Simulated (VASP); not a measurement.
# CaTi2P2 (P-3m1) in VASP: single point with r2SCAN

Aim: the single point of CaTi2P2 with r2SCAN.

Program: VASP 6.6.1. These are calculated values, not measurements. Logs are shortened: lines on timing, memory, paths and dates and some standing lists are left out, and cuts for length are marked.

**1. The cell of the first run**

The structure is trigonal, space group P-3m1 (No. 164). Conventional cell: a = 4.014 Å, b = 4.014 Å, c = 7.085 Å, α = 90.00°, β = 90.00°, γ = 120.00°. Within 3.3 Å of Ti (site symmetry 3m) lie 4 P at 2.46 to 2.55 Å and 3 Ti at 2.88 Å. Within 3.9 Å of Ca (site symmetry -3m) lie 6 P at 2.96 Å and 6 Ti at 3.55 Å. P (site symmetry 3m) has 4 Ti at 2.46 to 2.55 Å and 3 Ca at 2.96 Å within 3.3 Å.

**2. Single point, r2SCAN**

File POSCAR:

```
CaTi2P2
1.0
    2.0069127506      3.4760748504      0.0000000000
   -2.0069127506      3.4760748504      0.0000000000
    0.0000000000      0.0000000000      7.0848222129
Ti Ca P
2 1 2
Direct
    0.3333333333      0.3333333333      0.6211208330
    0.6666666667      0.6666666667      0.3788791670
    0.0000000000      0.0000000000      0.0000000000
    0.3333333333      0.3333333333      0.2609702325
    0.6666666667      0.6666666667      0.7390297675
```

File INCAR.step1:

```
SYSTEM = CaTi2P2
ALGO = Normal ; EDIFF = 1E-4
ENCUT = 520 ; GGA = PE
ISMEAR = 1 ; LASPH = .TRUE.
LCHARG = .FALSE. ; LREAL = .FALSE.
LWAVE = .TRUE. ; NBANDS = 30
NELM = 100 ; PREC = Accurate
SIGMA = 0.1649
```

File INCAR.step2:

```
SYSTEM = CaTi2P2
ALGO = Normal ; EDIFF = 1E-6
ENCUT = 520 ; ISIF = 2
ISMEAR = 1 ; ISTART = 1
LASPH = .TRUE. ; LCHARG = .FALSE.
LMIXTAU = .TRUE. ; LREAL = .FALSE.
LWAVE = .FALSE. ; METAGGA = R2SCAN
NBANDS = 30 ; NELM = 100
PREC = Accurate ; SIGMA = 0.1649
```

File KPOINTS:

```
k-points
0
G
  6 6 4
  0 0 0
```

Potentials or basis: VASP PAW PBE potentials, release 64 (Ti_sv, Ca_sv, P).

Started as:

```sh
cat potpaw_PBE.64/Ti_sv/POTCAR potpaw_PBE.64/Ca_sv/POTCAR potpaw_PBE.64/P/POTCAR > POTCAR
cp INCAR.step1 INCAR
mpirun -np 1 vasp_std > vasp.out
cp INCAR.step2 INCAR
mpirun -np 1 vasp_std > vasp.out
```

OUTCAR:

```text
SYSTEM = CaTi2P2
   EDIFF = 1E-6
   ENCUT = 520
   ISIF = 2
   ISMEAR = 1
   ISTART = 1
   LASPH = .TRUE.
   LREAL = .FALSE.
   METAGGA = R2SCAN
   NELM = 100
   PREC = Accurate

 ion  position               nearest neighbor table
   1  0.333  0.333  0.621-   5 2.46   5 2.46   5 2.46   4 2.55   2 2.88   2 2.88   2 2.88
   2  0.667  0.667  0.379-   4 2.46   4 2.46   4 2.46   5 2.55   1 2.88   1 2.88   1 2.88
   3  0.000  0.000  0.000-   4 2.96   5 2.96   5 2.96   5 2.96   4 2.96   4 2.96
   4  0.333  0.333  0.261-   2 2.46   2 2.46   2 2.46   1 2.55   3 2.96   3 2.96   3 2.96
   5  0.667  0.667  0.739-   1 2.46   1 2.46   1 2.46   2 2.55   3 2.96   3 2.96   3 2.96

  LATTYP: Found a hexagonal cell.
 ALAT       =     4.0138255012
 C/A-ratio  =     1.7651046890

  Lattice vectors:

 A1 = (   2.0069127506,  -3.4760748504,   0.0000000000)
 A2 = (   2.0069127506,   3.4760748504,   0.0000000000)
 A3 = (   0.0000000000,   0.0000000000,   7.0848222129)

Analysis of symmetry for initial positions (statically):
=====================================================================
 Subroutine PRICEL returns:
 Original cell was already a primitive cell.

 Routine SETGRP: Setting up the symmetry group for a
 hexagonal supercell.

 Subroutine GETGRP returns: Found 12 space group operations
 (whereof 12 operations were pure point group operations)
 out of a pool of 24 trial point group operations.

The static configuration has the point symmetry D_3d.

Analysis of symmetry for dynamics (positions and initial velocities):
=====================================================================
 Subroutine PRICEL returns:
 Original cell was already a primitive cell.

 Routine SETGRP: Setting up the symmetry group for a
 hexagonal supercell.

 Subroutine GETGRP returns: Found 12 space group operations
 (whereof 12 operations were pure point group operations)
 out of a pool of 24 trial point group operations.

The dynamic configuration has the point symmetry D_3d.

 Subroutine INISYM returns: Found 12 space group operations
 (whereof 12 operations are pure point group operations),
 and found     1 'primitive' translations

----------------------------------------------------------------------------------------

                                     Primitive cell

  volume of cell :      98.8500

  direct lattice vectors                    reciprocal lattice vectors
     2.006912751  3.476074850  0.000000000     0.249138883  0.143840401  0.000000000
    -2.006912751  3.476074850  0.000000000    -0.249138883  0.143840401  0.000000000
     0.000000000  0.000000000  7.084822213     0.000000000  0.000000000  0.141146802

  length of vectors
     4.013825501  4.013825501  7.084822213     0.287680802  0.287680802  0.141146802

  position of ions in fractional coordinates (direct lattice)
     0.333333333  0.333333333  0.621120833
     0.666666667  0.666666667  0.378879167
     0.000000000  0.000000000  0.000000000
     0.333333333  0.333333333  0.260970233
     0.666666667  0.666666667  0.739029767

  ion indices of the primitive-cell ions
   primitive index   ion index
                 1           1
                 2           2
                 3           3
                 4           4
                 5           5

----------------------------------------------------------------------------------------

 KPOINTS: k-points

Automatic generation of k-mesh.
 Grid dimensions read from file:
 generate k-points for:    6    6    4

 Generating k-lattice:

  Cartesian coordinates                     Fractional coordinates (reciprocal lattice)
     0.041523147  0.023973400  0.000000000     0.166666667  0.000000000  0.000000000
    -0.041523147  0.023973400  0.000000000     0.000000000  0.166666667  0.000000000
     0.000000000  0.000000000  0.035286701     0.000000000  0.000000000  0.250000000

  Length of vectors
     0.047946800  0.047946800  0.035286701

  Shift w.r.t. Gamma in fractional coordinates (k-lattice)
     0.000000000  0.000000000  0.000000000

 Subroutine IBZKPT returns following result:
 ===========================================

 Found     24 irreducible k-points:

 Following reciprocal coordinates:
            Coordinates               Weight
  0.000000  0.000000  0.000000      1.000000
  0.166667 -0.000000  0.000000      6.000000
  0.333333  0.000000  0.000000      6.000000
  0.500000  0.000000  0.000000      3.000000
  0.333333  0.166667  0.000000      6.000000
  0.500000  0.166667  0.000000     12.000000
[... 16 lines left out ...]
  0.500000  0.166667  0.500000     12.000000
 -0.333333  0.333333  0.500000      2.000000
   k-points           NKPTS =     24   k-points in BZ     NKDIM =     24   number of bands    NBANDS=     30
   number of dos      NEDOS =    301   number of ions     NIONS =      5
   total plane-waves  NPLWV =  48600
   dimension x,y,z NGX =    30 NGY =   30 NGZ =   54
   dimension x,y,z NGXF=    60 NGYF=   60 NGZF=  108
   ions per type =               2   1   2
   NGX,Y,Z   is equivalent  to a cutoff of  12.43, 12.43, 12.67 a.u.
   NGXF,Y,Z  is equivalent  to a cutoff of  24.85, 24.85, 25.34 a.u.
 SYSTEM =  CaTi2P2
   PREC   = accura    normal or accurate (medium, high low for compatibility)
   ISTART =      1    job   : 0-new  1-cont  2-samecut
   ICHARG =      0    charge: 1-file 2-atom 10-const
   ISPIN  =      1    spin polarized calculation?
   LNONCOLLINEAR =      F non collinear calculations
   LSORBIT =      F    spin-orbit coupling
   LASPH  =      T    aspherical Exc in radial PAW
   ENCUT  =  520.0 eV  38.22 Ry    6.18 a.u.   7.46  7.46 13.17*2*pi/ulx,y,z
   NELM   =    100;   NELMIN=  2; NELMDL=  0     # of ELM steps
   EDIFF  = 0.1E-05   stopping-criterion for ELM
   LREAL  =      F    real-space projection
   EDIFFG = 0.1E-04   stopping-criterion for IOM
   NSW    =      0    number of steps for IOM
   IBRION =     -1    ionic relax: 0-MD 1-quasi-New 2-CG
   NFREE  =      0    steps in history (QN), initial steepest desc. (CG)
   ISIF   =      2    stress and relaxation
   ISYM   =      2    0-nonsym 1-usesym 2-fastsym
   POTIM  = 0.5000    time-step for ionic-motion
   TEBEG  =    0.0;   TEEND  =   0.0 temperature during run
   PSTRESS=    0.0 pullay stress
   NELECT =      44.0000    total number of electrons
   NUPDOWN=      -1.0000    fix difference up-down
   EMIN   =  10.00;   EMAX   =-10.00  energy-range for DOS
   EFERMI =   0.00;   METHOD = LEGACY
   ISMEAR =     1;   SIGMA  =   0.16  broadening in eV -4-tet -1-fermi 0-gaus
   EFERMI_NEDOS =   21; number of points for ismear=-14 and -15
   IALGO  =     38    algorithm
   IMIX   =      4    mixing-type and parameters
     AMIX     =   0.40;   BMIX     =  1.00
     AMIX_MAG =   1.60;   BMIX_MAG =  1.00
  volume/ion in A,a.u.               =      19.77       133.41
  Fermi-wavevector in a.u.,A,eV,Ry     =   1.249972  2.362104 21.258143  1.562429
  Thomas-Fermi vector in A             =   2.383988
   LORBIT       =      0    0 simple, 1 ext, 2 COOP (PROOUT), +10 PAW based schemes
   METAGGA = R2SCAN    functional components
   LHFCALC =     F    Hartree Fock is set to
   AEXX    =    0.0000 exact exchange contribution
   IVDW    =     0    specifies the selected vdW correction
   LEPSILON=     F    determine dielectric tensor
   LRPA    =     F    only Hartree local field effects (RPA)
 non-spin polarized calculation
 Methfessel and Paxton  Order N= 1 SIGMA  =   0.16
  energy-cutoff  :      520.00
  volume of cell :       98.85
 maximum number of plane-waves:      2681
 NGX is ok and might be reduce to    30
   NGX = 15   NGY = 15   NGZ = 27

 number of electron      43.9999995 magnetization

 Free energy of the ion-electron system (eV)
  ---------------------------------------------------
  ext. energy  EPLUGINS =         0.00000000
  ---------------------------------------------------
  free energy    TOTEN  =       -56.38073235 eV

  energy without entropy =      -56.38393212  energy(sigma->0) =      -56.38179894

 E-fermi :   6.3864     XC(G=0): -10.7889

 val. band max:        6.3210705314   @ k =   0.3333   0.5000   0.2500
 cond. band min:       6.4076007491   @ k =   0.5000   0.1667   0.5000
 fundamental gap:      0.0865302177
 Fermi energy:         6.3864072374

 k-point     1 :       0.0000    0.0000    0.0000
  band No.  band energies     occupation
      1     -52.6852      2.00000
      2     -52.6114      2.00000
      3     -36.2221      2.00000
      4     -28.0214      2.00000
      5     -28.0214      2.00000
      6     -27.8952      2.00000
[... 22 lines left out ...]
     29       9.5033     -0.00000
     30       9.6819     -0.00000

 k-point     2 :       0.1667   -0.0000    0.0000
  band No.  band energies     occupation
      1     -52.6805      2.00000
      2     -52.6154      2.00000
      3     -36.2202      2.00000
      4     -28.0337      2.00000
      5     -28.0288      2.00000
      6     -27.9385      2.00000
[... 22 lines left out ...]
     29       9.6421     -0.00000
     30       9.8372      0.00000

 k-point     3 :       0.3333    0.0000    0.0000
  band No.  band energies     occupation
      1     -52.6686      2.00000
      2     -52.6259      2.00000
      3     -36.2164      2.00000
      4     -28.0558      2.00000
      5     -28.0425      2.00000
      6     -27.9844      2.00000
[... 22 lines left out ...]
     29       9.1336     -0.00000
     30       9.6769     -0.00000

 k-point     4 :       0.5000    0.0000    0.0000
  band No.  band energies     occupation
      1     -52.6592      2.00000
      2     -52.6346      2.00000
      3     -36.2146      2.00000
      4     -28.0657      2.00000
      5     -28.0489      2.00000
      6     -28.0032      2.00000
[... 616 lines left out ...]
     29       9.6539     -0.00000
     30       9.6845      0.00000

 k-point    23 :       0.5000    0.1667    0.5000
  band No.  band energies     occupation
      1     -52.6592      2.00000
      2     -52.6346      2.00000
      3     -36.2146      2.00000
      4     -28.0633      2.00000
      5     -28.0479      2.00000
      6     -28.0069      2.00000
[... 22 lines left out ...]
     29       9.1510     -0.00000
     30      10.1140      0.00000

 k-point    24 :      -0.3333    0.3333    0.5000
  band No.  band energies     occupation
      1     -52.6468      2.00000
      2     -52.6468      2.00000
      3     -36.2136      2.00000
      4     -28.0691      2.00000
      5     -28.0330      2.00000
      6     -28.0330      2.00000
[... 22 lines left out ...]
     29       9.0416     -0.00000
     30      10.2381      0.00000

------------------------ aborting loop because EDIFF is reached ----------------------------------------

  FORCE on cell =-STRESS in cart. coord.  units (eV):
  Direction    XX          YY          ZZ          XY          YZ          ZX
  --------------------------------------------------------------------------------------
  -------------------------------------------------------------------------------------
  Total        0.0971457      0.0971457      0.1941522      0.0000000     -0.0000000      0.0000000
  in kB        1.5745543      1.5745543      3.1468527      0.0000000     -0.0000000      0.0000000
  external PRESSURE =       2.0986538 kB  Pullay stress =       0.0000000 kB

 VOLUME and BASIS-vectors are now :
 -----------------------------------------------------------------------------
  energy-cutoff  :      520.00
  volume of cell :       98.85
      direct lattice vectors                 reciprocal lattice vectors
     2.006912751  3.476074850  0.000000000     0.249138883  0.143840401  0.000000000
    -2.006912751  3.476074850  0.000000000    -0.249138883  0.143840401  0.000000000
     0.000000000  0.000000000  7.084822213     0.000000000  0.000000000  0.141146802

 POSITION                                       TOTAL-FORCE (eV/Angst)
 -----------------------------------------------------------------------------------
      0.00000      2.31738      4.40053        -0.000000      0.000000      0.008751
      0.00000      4.63477      2.68429        -0.000000     -0.000000     -0.008751
      0.00000      0.00000      0.00000         0.000000      0.000000      0.000000
      0.00000      2.31738      1.84893         0.000000      0.000000     -0.006434
      0.00000      4.63477      5.23589         0.000000      0.000000      0.006434
 -----------------------------------------------------------------------------------
    total drift:                                0.000000      0.000000      0.000000

  FREE ENERGIE OF THE ION-ELECTRON SYSTEM (eV)
  ---------------------------------------------------
  free  energy   TOTEN  =       -56.3807323511 eV

  energy  without entropy=      -56.3839321169  energy(sigma->0) =      -56.38179894
```

Run time: 3.6 min. Hardware: 1 thread of Intel Xeon Platinum 8488C (Sapphire Rapids), shared host; peak memory 0.26 GiB.

Results:

```
Free energy            : -56.3807 eV
Pressure               : 0.2 GPa
Largest force          : 0.009 eV/Å
Band gap on the k mesh : zero (band 22 reaches 6.49 eV, above the bottom of band 23 at 6.28 eV)
```

Forces on the atoms (eV/Å):
```
Ti   0.000  0.000  0.009
Ti   0.000  0.000 -0.009
Ca   0.000  0.000  0.000
P    0.000  0.000 -0.006
P    0.000  0.000  0.006
```

Stress tensor (GPa, compression positive):
```
0.16 0.00 0.00
0.00 0.16 0.00
0.00 0.00 0.31
```

Caveat: the PAW data sets were made with another functional, which shifts forces and pressure a little.
